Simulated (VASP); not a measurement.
Input of a VASP 6.6.1 run:

Contents of INCAR:

```
SYSTEM = Na4TmSb
PREC = Accurate
ENCUT = 500
EDIFF = 1E-6
ISMEAR = -5
SIGMA = 0.1
LREAL = .False.
LASPH = .True.
NELM = 200
ALGO = Normal
ISIF = 2
LWAVE = .False.
LCHARG = .True.
GGA = PE
LELF = .True.
LVHAR = .True.
NBANDS = 30
GGA_COMPAT = .False.
LMAXMIX = 6
```

KPOINTS

```
regular mesh
0
Gamma
  8 8 8
  0 0 0
```

Contents of POSCAR:

```
Na4TmSb
1.0
    0.0000000000      4.4304922474      4.4304922474
    4.4304922474      0.0000000000      4.4304922474
    4.4304922474      4.4304922474      0.0000000000
Na Tm Sb
4 1 1
Direct
    0.8743747677      0.3752084108      0.3752084108
    0.3752084108      0.3752084108      0.3752084108
    0.3752084108      0.8743747677      0.3752084108
    0.3752084108      0.3752084108      0.8743747677
    0.0000000000      0.0000000000      0.0000000000
    0.7500000000      0.7500000000      0.7500000000
```

Potentials or basis: VASP PAW PBE potentials, release 64 (Na_pv, Tm_3, Sb), 4f in core.

The run is started by

```console
$ cat potpaw_PBE.64/Na_pv/POTCAR potpaw_PBE.64/Tm_3/POTCAR potpaw_PBE.64/Sb/POTCAR > POTCAR
$ mpirun -np 1 vasp_std > vasp.out
```

(1) What does it give for the largest force?

(2) Estimate the band gap on the k mesh.

(3) Estimate the pressure.

## Answers

(1) 0.016 eV/Å.

(2) zero (bands 21 and 22 overlap by 0.61 eV).

(3) 0.1 GPa.

Caveat: spin-orbit coupling is left out, which moves the levels of the heavy elements; the 4f electrons are frozen in the core, so they carry no moment and show no levels; tetrahedron occupations give inexact forces and stress in metals.
